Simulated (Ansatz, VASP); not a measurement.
ScAl3N4 in VASP and in Ansatz

```
CELL_PARAMETERS angstrom
4.52880 0.00000 0.00000
0.00000 4.52880 0.00000
0.00000 0.00000 4.52880
ATOMIC_POSITIONS crystal
Sc 0.00000 0.00000 0.00000
Al 0.50000 0.50000 0.00000
Al 0.50000 0.00000 0.50000
Al 0.00000 0.50000 0.50000
N 0.73728 0.73728 0.26272
N 0.73728 0.26272 0.73728
N 0.26272 0.73728 0.73728
N 0.26272 0.26272 0.26272
```

Alike in both runs: task electric field gradients; functional PBE; k mesh 6 × 6 × 6; no spin polarisation.

```csv
,VASP,Ansatz
version,VASP 6.6.1,Ansatz 0.2.0
potentials or method,"VASP PAW PBE potentials, release 64 (Sc_sv, Al, N), cutoff 520 eV","scalar-relativistic, plane waves, PAW"
occupations,"gaussian, width 0.01 eV",fixed
valence electrons in the cell,40,40
```

```csv
,VASP,Ansatz,Ansatz less VASP
gap on the k mesh at the Fermi level (eV),3.26,3.26,+0.007
least direct gap on the mesh (eV),3.68,3.68,+0.004
pressure (GPa),0.1,0.0,-0.08
rms of the force components (eV/Å),0.026,0.000,-0.0256
size of Vzz on the site where it differs most (V/Å²),10.4,11.8,+1.42
```

Atom by atom the forces differ by 0.026 eV/Å (rms over components).
